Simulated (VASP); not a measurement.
A run of VASP 6.6.1 is set up as follows.

Contents of INCAR:

```
PREC = Accurate
ENCUT = 600
EDIFF = 1E-6
ISMEAR = -1
SIGMA = 0.1
LREAL = False
LASPH = True
NELM = 100
ALGO = Normal
ISIF = 3
LWAVE = False
LCHARG = False
GGA = RP
IBRION = 2
NSW = 80
EDIFFG = -0.01
```

The input KPOINTS:

```
Automatic mesh
0
Gamma
  16 16 9
```

File POSCAR:

```
Be
1.0
    2.2865984029      0.0000000000      0.0000000000
   -1.1432992015      1.9802523052      0.0000000000
    0.0000000000      0.0000000000      3.5833000000
Be
2
Direct
    0.3333333333      0.6666666667      0.2500000000
    0.6666666667      0.3333333333      0.7500000000
```

Potentials or basis: VASP PAW PBE potentials, release 64 (Be).

Run with:

```console
$ cat potpaw_PBE.64/Be/POTCAR > POTCAR
$ mpirun -np 1 vasp_std > vasp.out
```

Task: Estimate the band gap on the k mesh.

Result: Zero (band 2 reaches 7.84 eV, above the bottom of band 3 at 6.24 eV).

Task: Estimate the relaxed volume.

Result: 8.12 Å³/atom.

Task: Predict the relaxed cell.

Result: a = 2.286 Å, b = 2.286 Å, c = 3.588 Å, α = 90.00°, β = 90.00°, γ = 120.00°.

Task: Estimate the space group after relaxing (to 0.05 Å).

Result: P6_3/mmc (No. 194).

Stress tensor (GPa, compression positive):
```
-0.03  0.00  0.00
 0.00 -0.03  0.00
 0.00  0.00  0.05
```

Caveat: the PAW data sets were made with another functional, which shifts forces and pressure a little.
